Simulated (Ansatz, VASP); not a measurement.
# SnO2 in VASP and in Ansatz

```xyz
6
Lattice="4.8272 0.0000 0.0000 0.0000 4.8272 0.0000 0.0486 0.0000 3.2382" Properties=species:S:1:pos:R:3 pbc="T T T"
Sn    2.4379    2.4136    1.6191
Sn    0.0000    0.0000    0.0000
O     0.9584    3.8939    1.6135
O     3.9174    0.9333    1.6247
O     1.4795    1.4803    0.0056
O     3.3477    3.3469   -0.0056
```

Change from the starting cell: shear of c along a, cell held, atoms relaxed: +1.5 %.

Alike in both runs: functional PBE; k mesh 6 × 6 × 8; occupations gaussian, width 0.02 eV; no spin polarisation.

Ansatz relaxed the structure, and its values are those at the end. VASP's run is a single point on that final structure, the one shown.

|  | VASP | Ansatz |
| --- | --- | --- |
| version | VASP 6.6.1 | Ansatz 0.2.0 |
| potentials or method | VASP PAW PBE potentials, release 64 (Sn_d, O), cutoff 600 eV | scalar-relativistic, plane waves, PAW |
| valence electrons in the cell | 52 | 52 |

VASP gave:

```
gap on the k mesh at the Fermi level (eV) : 0.67
least direct gap on the mesh (eV)         : 0.67
pressure (GPa)                            : 0.5
rms of the force components (eV/Å)        : 0.008
```

What did Ansatz give for the same quantities?

gap on the k mesh at the Fermi level (eV): 0.68; least direct gap on the mesh (eV): 0.68; pressure (GPa): 0.0; rms of the force components (eV/Å): 0.000.

The functional is the same, so the differences come from potentials, cutoffs and numerics. Ansatz's warnings: stress scf threshold loose.
